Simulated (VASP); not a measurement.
Runs of VASP 6.6.1 on PbS. The structure is that of space group Cmcm (No. 63), or close to it. The cells are those of the table. 

```csv
cell,gap on the mesh (eV),pressure (GPa),largest force (eV/Å)
"a = 6.426, b = 6.426, c = 4.336 Å, angles 90.0, 90.0, 141.7°, 4 atoms",1.60,-2.1,0.24
"a = 6.342, b = 6.342, c = 4.279 Å, angles 90.0, 90.0, 141.7°, 4 atoms",1.55,-0.1,0.06
"a = 6.300, b = 6.300, c = 4.251 Å, angles 90.0, 90.0, 141.7°, 4 atoms",1.52,1.1,0.12
"a = 6.384, b = 6.384, c = 4.308 Å, angles 90.0, 90.0, 141.7°, 4 atoms",1.58,-1.2,0.13
"a = 6.256, b = 6.256, c = 4.221 Å, angles 90.0, 90.0, 141.7°, 4 atoms",(a),(b),0.26
```

Alike in all rows: task single point; level r2SCAN; potentials or basis VASP PAW PBE potentials, release 64 (Pb_d, S); no spin polarisation; k mesh 4 × 4 × 4; cutoff (eV) 520; smearing fermi-dirac 0.02 eV.

Estimate the missing entries.

(a) 1.48; (b) 2.4.

Caveats: the PAW data sets were made with another functional, which shifts forces and pressure a little; spin-orbit coupling is left out, which moves the levels of the heavy elements.

A k mesh can miss the band edges, and the runs leave out spin-orbit coupling on Pb.
